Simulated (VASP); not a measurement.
Input of a VASP 6.6.1 run:

The input INCAR:

```
SYSTEM = ZrN
PREC = Accurate ; ENCUT = 600
EDIFF = 1E-8 ; ISMEAR = -1
SIGMA = 0.1 ; LREAL = .FALSE.
LASPH = .TRUE. ; NELM = 120
ALGO = Normal ; ISIF = 3
LWAVE = .FALSE. ; LCHARG = .FALSE.
GGA = CA ; IBRION = 6
NFREE = 2 ; POTIM = 0.015
NSW = 1 ; GGA_COMPAT = .FALSE.
```

Contents of KPOINTS:

```
Automatic mesh
0
G
  16 16 16
  0 0 0
```

POSCAR

```
ZrN
1.0
    0.0000000000      2.2624277450      2.2624277450
    2.2624277450      0.0000000000      2.2624277450
    2.2624277450      2.2624277450      0.0000000000
Zr N
1 1
Direct
    0.5000000000      0.5000000000      0.5000000000
    0.0000000000      0.0000000000      0.0000000000
```

Potentials or basis: VASP PAW LDA potentials, release 64 (Zr_sv, N).

Launch:

```console
$ cat potpaw_LDA.64/Zr_sv/POTCAR potpaw_LDA.64/N/POTCAR > POTCAR
$ mpirun -np 1 vasp_std > vasp.out
```

Q: Predict the elastic constants C11, C12, C44.

A: 627, 114, 130 GPa.

Q: Predict the Voigt bulk modulus.

A: 285 GPa.

Q: Estimate the highest phonon frequency at Γ.

A: 515 cm⁻¹.

Elastic tensor in Voigt notation (GPa, in the Cartesian axes of the cell as first typed):
```
627 114 114   0   0   0
114 627 114   0   0   0
114 114 627   0   0   0
  0   0   0 130   0   0
  0   0   0   0 130   0
  0   0   0   0   0 130
```
